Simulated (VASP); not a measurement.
Crystal: KCd2P2.

```
K Cd P
1.0
     4.93935    0.00000    0.00000
    -2.46967    4.27760    0.00000
     0.00000    0.00000    6.52459
K Cd P
1 2 2
Direct
  0.66667 0.33333 0.00000
  0.66667 0.33333 0.50000
  0.33333 0.66667 0.00000
  0.00000 0.00000 0.67000
  0.00000 0.00000 0.33000
```

The cell was built from a structure type or drawn by symmetry, and may not be a known phase.

```yaml
Program: VASP 6.6.1
Task: relaxation of cell and atoms
Functional: PBE
Potentials_or_basis: VASP PAW PBE potentials, release 64 (K_sv, Cd, P)
Cutoff: 500 eV
k_mesh: 6 × 6 × 4
Occupations: gaussian, width 0.1 eV
Spin: no spin polarisation
```

At the start: pressure 0.3 GPa; volume 27.57 Å³/atom.

Q: How do energy, volume and symmetry change on relaxing?

A: Over 7 steps the energy falls by 3.7 meV/atom and the volume is 27.52 Å³/atom (-0.2 %); space group P-6m2 (No. 187, to 0.1 Å) before and after.

The path:
```
step  energy change (eV)  largest force (eV/Å)  pressure (GPa)  volume (Å³)
   1              0.0000                0.0039            0.32       137.86
   2             -0.0092                0.1214            0.16       138.97
   3             -0.0113                0.1928            0.07       139.81
   4             -0.0135                0.0139           -0.25       140.41
   5             -0.0135                0.0138           -0.24       140.41
   6             -0.0154                0.0137           -0.21       139.71
   7             -0.0183                0.0196           -0.08       137.62
```

Final structure:
```yaml
crystal:
  lattice:
    - [5.01124, 0.00000, 0.00000]
    - [-2.50562, 4.33986, 0.00000]
    - [0.00000, 0.00000, 6.32775]
  atoms:
    - { symbol: K, position: [0.66667, 0.33333, 0.00000] }
    - { symbol: Cd, position: [0.66667, 0.33333, 0.50000] }
    - { symbol: Cd, position: [0.33333, 0.66667, 0.00000] }
    - { symbol: P, position: [0.00000, 0.00000, 0.67547] }
    - { symbol: P, position: [0.00000, 0.00000, 0.32453] }
```
